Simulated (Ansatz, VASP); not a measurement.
# Sr2AlO: VASP beside Ansatz

```
Sr Al O
1.0
     5.65371    0.00000    0.00000
    -2.82685    4.89625    0.00000
     0.00000    0.00000    3.65109
Sr Al O
2 1 1
Direct
  0.33333 0.66667 0.50000
  0.66667 0.33333 0.50000
  0.00000 0.00000 0.00000
  0.00000 0.00000 0.50000
```

Alike in both runs: functional PBE; k mesh 12 × 12 × 12; occupations gaussian, width 0.1 eV; no spin polarisation.

Ansatz relaxed the structure, and its values are those at the end. VASP's run is a single point on that final structure, the one shown.

|  | VASP | Ansatz |
| --- | --- | --- |
| version | VASP 6.6.1 | Ansatz 0.2.0 |
| potentials or method | VASP PAW PBE potentials, release 64 (Sr_sv, Al, O), cutoff 520 eV | scalar-relativistic, plane waves, PAW |
| valence electrons in the cell | 29 | 29 |

|  | VASP | Ansatz | Ansatz less VASP |
| --- | --- | --- | --- |
| gap on the k mesh at the Fermi level (eV) | none | none | - |
| pressure (GPa) | 0.1 | 0.0 | -0.07 |

A gap of «none» marks a metal or a gap that the smearing closes.
